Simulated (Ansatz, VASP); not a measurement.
**Se: VASP beside Ansatz**

```xyz
8
Lattice="14.4000 0.0000 0.0000 0.0000 12.3000 0.0000 0.0000 0.0000 14.4000" Properties=species:S:1:pos:R:3 pbc="T T T"
Se    8.9076    7.6801    8.5263
Se    9.8761    6.1291    7.0263
Se    8.8343    6.2919    4.9091
Se    7.1397    4.6199    4.7104
Se    5.1376    5.8110    5.1248
Se    4.5239    5.4254    7.3614
Se    5.2617    7.3384    8.5735
Se    7.1933    6.5434    9.6896
```

Alike in both runs: task single point; functional PBE; dispersion D3(BJ); k mesh 1 × 1 × 1; occupations gaussian, width 0.01 eV; no spin polarisation.

|  | VASP | Ansatz |
| --- | --- | --- |
| version | VASP 6.6.1 | Ansatz 0.2.0 |
| potentials or method | VASP PAW PBE potentials, release 64 (Se), cutoff 520 eV | scalar-relativistic, plane waves, PAW |
| valence electrons in the cell | 48 | 128 |

Ansatz gave:

| Quantity | Value |
| --- | --- |
| gap on the k mesh at the Fermi level (eV) | 2.38 |
| rms of the force components (eV/Å) | 0.230 |

**Question.** What did VASP give for the same quantities?

**Answer.** gap on the k mesh at the Fermi level (eV): 2.38; rms of the force components (eV/Å): 0.215.

Atom by atom the forces differ by 0.018 eV/Å (rms over components). VASP's potentials hold 48 valence electrons a cell and Ansatz's 128, so a difference there can come from the potentials and not from the codes.
